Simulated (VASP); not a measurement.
Wanted: the native input for a VASP 6.6.1 run.

```
Task                   : single point
Functional             : LDA
Potentials or basis    : VASP PAW LDA potentials, release 64 (C)
Cutoff                 : 520 eV
k mesh                 : 14 × 14 × 8
Occupations            : methfessel-paxton, width 0.05 eV
Spin                   : no spin polarisation
Dipole correction      : no
Further INCAR settings : ALGO = Normal; EDIFF = 1e-07; NBANDS = 11
```

The structure of C lies in POSCAR:

```
C
1.0
    2.1343875602     -1.2323627011      0.0000000000
    2.1343875602      1.2323627011      0.0000000000
   -1.3836516616      0.0000000000      3.5144673945
C
2
Direct
    0.8333560000      0.8333560000      0.0000930000
    0.1666440000      0.1666440000      0.9999070000
```

The input as run:

INCAR

```
SYSTEM = C
PREC = Accurate
ENCUT = 520
EDIFF = 1E-7
ISMEAR = 1
SIGMA = 0.05
LREAL = .False.
LASPH = .True.
NELM = 80
ALGO = Normal
ISIF = 2
LWAVE = .False.
LCHARG = .True.
LELF = .True.
LVHAR = .True.
NBANDS = 11
```

KPOINTS

```
Automatic mesh
0
Gamma
  14 14 8
  0 0 0
```

Potentials or basis: VASP PAW LDA potentials, release 64 (C).

Command:

```console
$ cat potpaw_LDA.64/C/POTCAR > POTCAR
$ mpirun -np 1 vasp_std > vasp.out
```

Results of the run:

The pressure is -5.9 GPa. The largest force is 0.004 eV/Å and the band gap on the k mesh is 0.76 eV, indirect (least direct gap 0.79 eV).

Wall time 47 s on 1 thread of Intel(R) Xeon(R) Platinum 8488C (Sapphire Rapids), with other jobs on the host, peak memory 0.17 GiB.
